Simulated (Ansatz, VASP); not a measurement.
## BN in VASP and in Ansatz

INCAR

```
PREC = Accurate
ENCUT = 520
EDIFF = 1E-7
ISMEAR = 0
SIGMA = 0.05
LREAL = F
LASPH = T
NELM = 80
ALGO = Normal
ISIF = 2
LWAVE = F
LCHARG = T
GGA = PE
IVDW = 12
LELF = T
LVHAR = T
NBANDS = 16
```

The input KPOINTS:

```
Automatic mesh
0
Gamma
  12 12 4
```

POSCAR

```
BN
1.0
    2.5061233057      0.0000000000      0.0000000000
   -1.2530616528      2.1703664477      0.0000000000
    0.0000000000      0.0000000000      6.5973571420
B N
2 2
Direct
    0.0221160809      0.0442321619      0.4563461559
    0.3333333333      0.6666666667      0.0000000000
    0.0000000000      0.0000000000      0.0000000000
    0.6666666667      0.3333333333      0.5000000000
```

Input for Ansatz:

```yaml
crystal:
  lattice:
    - [2.5061233057, 0.0, 0.0]
    - [-1.2530616528, 2.1703664477, 0.0]
    - [0.0, 0.0, 6.597357142]
  atoms:
    - { symbol: B, position: [0.0221160809, 0.0442321619, 0.4563461559] }
    - { symbol: B, position: [0.3333333333, 0.6666666667, 0.0] }
    - { symbol: "N", position: [0.0, 0.0, 0.0] }
    - { symbol: "N", position: [0.6666666667, 0.3333333333, 0.5] }
basis:
  ecutwfc: 420
kpoints:
  mp_grid: { grid: [12, 12, 4] }
hamiltonian:
  xc: pbe
  dispersion: d3bj
scf:
  occupations: { method: gaussian, width: 0.05 }
output:
  forces: true
  stress: true
  eigenvalues: true
```

Alike in both runs: task single point; functional PBE; dispersion D3(BJ); k mesh 12 × 12 × 4; occupations gaussian, width 0.05 eV; no spin polarisation.

|  | VASP | Ansatz |
| --- | --- | --- |
| version | VASP 6.6.1 | Ansatz 0.2.0 |
| potentials or method | VASP PAW PBE potentials, release 64 (B, N), cutoff 520 eV | scalar-relativistic, plane waves, PAW |
| valence electrons in the cell | 16 | 16 |

Ansatz gave:

```
gap on the k mesh at the Fermi level (eV)                     : 3.46
least direct gap on the mesh (eV)                             : 4.05
pressure (GPa)                                                : -1.2
traceless stress, the component that is largest in VASP (GPa) : 5.16
rms of the force components (eV/Å)                            : 1.901
```

Which values does VASP return?

gap on the k mesh at the Fermi level (eV): 3.46; least direct gap on the mesh (eV): 4.05; pressure (GPa): -1.1; traceless stress, the component that is largest in VASP (GPa): 5.30; rms of the force components (eV/Å): 1.903.

Atom by atom the forces differ by 0.003 eV/Å (rms over components).
